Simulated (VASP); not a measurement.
# SiC (P6_3mc) in VASP: notebook

The runs below take SiC through single point, with LDA, revPBE.

Program: VASP 6.6.1. These are calculated values, not measurements. Logs are shortened: lines on timing, memory, paths and dates and some standing lists are left out, and cuts for length are marked.

### 1 The cell of the first run

The structure is hexagonal, space group P6_3mc (No. 186). Conventional cell: a = 3.034 Å, b = 3.034 Å, c = 9.935 Å, α = 90.00°, β = 90.00°, γ = 120.00°. Si (site symmetry 3m) has 4 C at 1.86 Å within 2.5 Å. Within 2.5 Å of Si (site symmetry 3m) lie 4 C at 1.86 to 1.87 Å. C (site symmetry 3m) has 4 Si at 1.86 Å within 2.5 Å. C (site symmetry 3m) has 4 Si at 1.86 to 1.87 Å within 2.5 Å.

### 2 Single point, LDA

The input, INCAR:

```
PREC = Accurate
ENCUT = 520
EDIFF = 1E-6
ISMEAR = -1
SIGMA = 0.05
LREAL = False
LASPH = True
NELM = 80
ALGO = Normal
ISIF = 2
LWAVE = False
LCHARG = False
NBANDS = 26
```

The input, KPOINTS:

```
Automatic mesh
0
Gamma
  10 10 3
```

The input, POSCAR:

```
SiC
1.0
    3.0341256196      0.0000000000      0.0000000000
   -1.5170628097      2.6276298648      0.0000000000
    0.0000000000      0.0000000000      9.9345399781
Si C
4 4
Direct
    0.0000000000      0.0000000000      0.1878943800
    0.0000000000      0.0000000000      0.6878943800
    0.3333333333      0.6666666667      0.4378419800
    0.6666666667      0.3333333333      0.9378419800
    0.0000000000      0.0000000000      0.0004600500
    0.0000000000      0.0000000000      0.5004600500
    0.3333333333      0.6666666667      0.2498025900
    0.6666666667      0.3333333333      0.7498025900
```

Potentials or basis: VASP PAW LDA potentials, release 64 (Si, C).

Command:

```
> cat potpaw_LDA.64/Si/POTCAR potpaw_LDA.64/C/POTCAR > POTCAR
> mpirun -np 1 vasp_std > vasp.out
```

OUTCAR:

```text
PREC = Accurate
   ENCUT = 520
   EDIFF = 1E-6
   ISMEAR = -1
   LREAL = False
   LASPH = True
   NELM = 80
   ISIF = 2

 ion  position               nearest neighbor table
   1  0.000  0.000  0.188-   7 1.86   7 1.86   7 1.86   5 1.86   3 3.04   3 3.04   3 3.04   4 3.04
                             4 3.04   4 3.04
   2  0.000  0.000  0.688-   8 1.86   8 1.86   8 1.86   6 1.86   4 3.04   4 3.04   4 3.04   3 3.04
                             3 3.04   3 3.04
   3  0.333  0.667  0.438-   6 1.86   6 1.86   6 1.86   7 1.87   1 3.04   1 3.04   1 3.04   2 3.04
                             2 3.04   2 3.04
   4  0.667  0.333  0.938-   5 1.86   5 1.86   5 1.86   8 1.87   2 3.04   2 3.04   2 3.04   1 3.04
                             1 3.04   1 3.04
   5  0.000  0.000  0.000-   4 1.86   4 1.86   4 1.86   1 1.86
   6  0.000  0.000  0.500-   3 1.86   3 1.86   3 1.86   2 1.86
   7  0.333  0.667  0.250-   1 1.86   1 1.86   1 1.86   3 1.87
   8  0.667  0.333  0.750-   2 1.86   2 1.86   2 1.86   4 1.87

  LATTYP: Found a hexagonal cell.
 ALAT       =     3.0341256196
 C/A-ratio  =     3.2742678530

  Lattice vectors:

 A1 = (   3.0341256196,   0.0000000000,   0.0000000000)
 A2 = (  -1.5170628097,   2.6276298648,   0.0000000000)
 A3 = (   0.0000000000,   0.0000000000,   9.9345399781)

Analysis of symmetry for initial positions (statically):
=====================================================================
 Subroutine PRICEL returns:
 Original cell was already a primitive cell.

 Routine SETGRP: Setting up the symmetry group for a
 hexagonal supercell.

 Subroutine GETGRP returns: Found 12 space group operations
 (whereof  6 operations were pure point group operations)
 out of a pool of 24 trial point group operations.

The static configuration has the point symmetry C_3v.
 The point group associated with its full space group is C_6v.

Analysis of symmetry for dynamics (positions and initial velocities):
=====================================================================
 Subroutine PRICEL returns:
 Original cell was already a primitive cell.

 Routine SETGRP: Setting up the symmetry group for a
 hexagonal supercell.

 Subroutine GETGRP returns: Found 12 space group operations
 (whereof  6 operations were pure point group operations)
 out of a pool of 24 trial point group operations.

The dynamic configuration has the point symmetry C_3v.
 The point group associated with its full space group is C_6v.

 Subroutine INISYM returns: Found 12 space group operations
 (whereof  6 operations are pure point group operations),
 and found     1 'primitive' translations

----------------------------------------------------------------------------------------

                                     Primitive cell

  volume of cell :      79.2037

  direct lattice vectors                    reciprocal lattice vectors
     3.034125620  0.000000000  0.000000000     0.329584244  0.190285552  0.000000000
    -1.517062810  2.627629865  0.000000000     0.000000000  0.380571105  0.000000000
     0.000000000  0.000000000  9.934539978     0.000000000  0.000000000  0.100658913

  length of vectors
     3.034125620  3.034125620  9.934539978     0.380571105  0.380571105  0.100658913

  position of ions in fractional coordinates (direct lattice)
     0.000000000  0.000000000  0.187894380
     0.000000000  0.000000000  0.687894380
     0.333333333  0.666666667  0.437841980
     0.666666667  0.333333333  0.937841980
     0.000000000  0.000000000  0.000460050
     0.000000000  0.000000000  0.500460050
     0.333333333  0.666666667  0.249802590
     0.666666667  0.333333333  0.749802590

  ion indices of the primitive-cell ions
   primitive index   ion index
                 1           1
                 2           2
                 3           3
                 4           4
                 5           5
                 6           6
                 7           7
                 8           8

----------------------------------------------------------------------------------------

 KPOINTS: Automatic mesh

Automatic generation of k-mesh.
 Grid dimensions read from file:
 generate k-points for:   10   10    3

 Generating k-lattice:

  Cartesian coordinates                     Fractional coordinates (reciprocal lattice)
     0.032958424  0.019028555  0.000000000     0.100000000  0.000000000  0.000000000
     0.000000000  0.038057110  0.000000000     0.000000000  0.100000000  0.000000000
     0.000000000  0.000000000  0.033552971     0.000000000  0.000000000  0.333333333

  Length of vectors
     0.038057110  0.038057110  0.033552971

  Shift w.r.t. Gamma in fractional coordinates (k-lattice)
     0.000000000  0.000000000  0.000000000

 Subroutine IBZKPT returns following result:
 ===========================================

 Found     28 irreducible k-points:

 Following reciprocal coordinates:
            Coordinates               Weight
  0.000000  0.000000  0.000000      1.000000
  0.100000  0.000000  0.000000      6.000000
  0.200000  0.000000  0.000000      6.000000
  0.300000  0.000000  0.000000      6.000000
  0.400000  0.000000  0.000000      6.000000
  0.500000  0.000000  0.000000      3.000000
[... 16 lines left out ...]
  0.300000  0.100000  0.333333     24.000000
  0.400000  0.100000  0.333333     24.000000
 [... further k-points ...]
   k-points           NKPTS =     28   k-points in BZ     NKDIM =     28   number of bands    NBANDS=     26
   number of dos      NEDOS =    301   number of ions     NIONS =      8
   total plane-waves  NPLWV =  46080
   dimension x,y,z NGX =    24 NGY =   24 NGZ =   80
   dimension x,y,z NGXF=    48 NGYF=   48 NGZF=  160
   ions per type =               4   4
   NGX,Y,Z   is equivalent  to a cutoff of  13.15, 13.15, 13.39 a.u.
   NGXF,Y,Z  is equivalent  to a cutoff of  26.30, 26.30, 26.77 a.u.
 SYSTEM =  unknown system
   PREC   = accura    normal or accurate (medium, high low for compatibility)
   ISTART =      0    job   : 0-new  1-cont  2-samecut
   ICHARG =      2    charge: 1-file 2-atom 10-const
   ISPIN  =      1    spin polarized calculation?
   LNONCOLLINEAR =      F non collinear calculations
   LSORBIT =      F    spin-orbit coupling
   LASPH  =      T    aspherical Exc in radial PAW
   ENCUT  =  520.0 eV  38.22 Ry    6.18 a.u.   5.64  5.64 18.47*2*pi/ulx,y,z
   NELM   =     80;   NELMIN=  2; NELMDL= -5     # of ELM steps
   EDIFF  = 0.1E-05   stopping-criterion for ELM
   LREAL  =      F    real-space projection
   EDIFFG = 0.1E-04   stopping-criterion for IOM
   NSW    =      0    number of steps for IOM
   IBRION =     -1    ionic relax: 0-MD 1-quasi-New 2-CG
   NFREE  =      0    steps in history (QN), initial steepest desc. (CG)
   ISIF   =      2    stress and relaxation
   ISYM   =      2    0-nonsym 1-usesym 2-fastsym
   POTIM  = 0.5000    time-step for ionic-motion
   TEBEG  =    0.0;   TEEND  =   0.0 temperature during run
   PSTRESS=    0.0 pullay stress
   NELECT =      32.0000    total number of electrons
   NUPDOWN=      -1.0000    fix difference up-down
   EMIN   =  10.00;   EMAX   =-10.00  energy-range for DOS
   EFERMI =   0.00;   METHOD = LEGACY
   ISMEAR =    -1;   SIGMA  =   0.05  broadening in eV -4-tet -1-fermi 0-gaus
   EFERMI_NEDOS =   21; number of points for ismear=-14 and -15
   IALGO  =     38    algorithm
   IMIX   =      4    mixing-type and parameters
     AMIX     =   0.40;   BMIX     =  1.00
     AMIX_MAG =   1.60;   BMIX_MAG =  1.00
  volume/ion in A,a.u.               =       9.90        66.81
  Fermi-wavevector in a.u.,A,eV,Ry     =   1.210253  2.287047 19.928635  1.464713
  Thomas-Fermi vector in A             =   2.345806
   LORBIT       =      0    0 simple, 1 ext, 2 COOP (PROOUT), +10 PAW based schemes
   GGA     = CA    functional components
   LHFCALC =     F    Hartree Fock is set to
   AEXX    =    0.0000 exact exchange contribution
   IVDW    =     0    specifies the selected vdW correction
   LEPSILON=     F    determine dielectric tensor
   LRPA    =     F    only Hartree local field effects (RPA)
 non-spin polarized calculation
  energy-cutoff  :      520.00
  volume of cell :       79.20
 maximum number of plane-waves:      2161
 NGX is ok and might be reduce to    24
   NGX = 11   NGY = 11   NGZ = 37

 number of electron      31.9999998 magnetization

 Free energy of the ion-electron system (eV)
  ---------------------------------------------------
  ext. energy  EPLUGINS =         0.00000000
  ---------------------------------------------------
  free energy    TOTEN  =       -66.54123496 eV

  energy without entropy =      -66.54123496  energy(sigma->0) =      -66.54123496

 E-fermi :   9.6853     XC(G=0): -11.7418

 val. band max:        8.6391408708   @ k =   0.0000   0.0000   0.0000
 cond. band min:      10.8152048194   @ k =   0.5000   0.0000   0.0000
 fundamental gap:      2.1760639486
 Fermi energy:         9.6852787201

 k-point     1 :       0.0000    0.0000    0.0000
  band No.  band energies     occupation
      1      -7.1038      2.00000
      2      -5.8791      2.00000
      3      -5.8414      2.00000
      4      -3.3201      2.00000
      5      -0.2414      2.00000
      6       4.1972      2.00000
[... 18 lines left out ...]
     25      16.2503      0.00000
     26      16.8321      0.00000

 k-point     2 :       0.1000    0.0000    0.0000
  band No.  band energies     occupation
      1      -6.9236      2.00000
      2      -5.7045      2.00000
      3      -5.6660      2.00000
      4      -3.1674      2.00000
      5      -0.0737      2.00000
      6       4.2573      2.00000
[... 18 lines left out ...]
     25      16.3754      0.00000
     26      16.7057      0.00000

 k-point     3 :       0.2000    0.0000    0.0000
  band No.  band energies     occupation
      1      -6.3890      2.00000
      2      -5.1891      2.00000
      3      -5.1477      2.00000
      4      -2.7288      2.00000
      5       0.4103      2.00000
      6       4.0428      2.00000
[... 572 lines left out ...]
 k-point    23 :       0.3000    0.1000    0.3333
  band No.  band energies     occupation
      1      -4.7290      2.00000
      2      -4.3450      2.00000
      3      -2.9411      2.00000
      4      -2.1429      2.00000
      5       1.2185      2.00000
      6       1.5107      2.00000
[... 18 lines left out ...]
     25      17.1143      0.00000
     26      18.1695      0.00000

 k-point    24 :       0.4000    0.1000    0.3333
  band No.  band energies     occupation
      1      -3.5950      2.00000
      2      -3.2865      2.00000
      3      -2.3247      2.00000
      4      -1.9334      2.00000
      5       0.2904      2.00000
      6       0.6882      2.00000
[... 18 lines left out ...]
     25      16.7863      0.00000
     26      17.6558      0.00000

 [... further k-points ...]
[... 5 lines left out ...]
  --------------------------------------------------------------------------------------
  -------------------------------------------------------------------------------------
  Total        3.0660697      3.0660697      2.9758533      0.0000000      0.0000000     -0.0000000
  in kB       62.0221893     62.0221893     60.1972418      0.0000000      0.0000000     -0.0000000
  external PRESSURE =      61.4138735 kB  Pullay stress =       0.0000000 kB

 VOLUME and BASIS-vectors are now :
 -----------------------------------------------------------------------------
  energy-cutoff  :      520.00
  volume of cell :       79.20
      direct lattice vectors                 reciprocal lattice vectors
     3.034125620  0.000000000  0.000000000     0.329584244  0.190285552  0.000000000
    -1.517062810  2.627629865  0.000000000     0.000000000  0.380571105  0.000000000
     0.000000000  0.000000000  9.934539978     0.000000000  0.000000000  0.100658913

 POSITION                                       TOTAL-FORCE (eV/Angst)
 -----------------------------------------------------------------------------------
      0.00000      0.00000      1.86664        -0.000000      0.000000      0.002635
      0.00000      0.00000      6.83391        -0.000000     -0.000000      0.002635
     -0.00000      1.75175      4.34976         0.000000      0.000000     -0.008966
      1.51706      0.87588      9.31703        -0.000000      0.000000     -0.008966
      0.00000      0.00000      0.00457         0.000000      0.000000     -0.001164
      0.00000      0.00000      4.97184        -0.000000     -0.000000     -0.001164
     -0.00000      1.75175      2.48167         0.000000     -0.000000      0.007495
      1.51706      0.87588      7.44894        -0.000000      0.000000      0.007495
 -----------------------------------------------------------------------------------
    total drift:                               -0.000000     -0.000000      0.000172

  FREE ENERGIE OF THE ION-ELECTRON SYSTEM (eV)
  ---------------------------------------------------
  free  energy   TOTEN  =       -66.5412349625 eV

  energy  without entropy=      -66.5412349624  energy(sigma->0) =      -66.54123496
```

Wall time 19 s (1 thread of Intel Xeon 6975P-C (Granite Rapids), shared host); peak memory 0.18 GiB.

Results:

| Quantity | Value |
| --- | --- |
| Free energy | -66.5412 eV |
| Pressure | 6.1 GPa |
| Largest force | 0.009 eV/Å |
| Band gap on the k mesh | 2.18 eV, indirect (least direct gap 3.31 eV) |

Forces on the atoms (eV/Å):
```
Si   0.000  0.000  0.003
Si   0.000  0.000  0.003
Si   0.000  0.000 -0.009
Si   0.000  0.000 -0.009
C    0.000  0.000 -0.001
C    0.000  0.000 -0.001
C    0.000  0.000  0.007
C    0.000  0.000  0.007
```

Levels at points of the mesh, in eV from the valence-band top:
```
           k point  band 14  band 15  band 16  band 17  band 18  band 19
(0.00, 0.00, 0.00)    -0.06     0.00     0.00     5.43     6.00     6.64
(0.50, 0.00, 0.00)    -2.27    -1.61    -1.13     2.18     2.32     4.25
```

(Continued in part 2 of 2.)
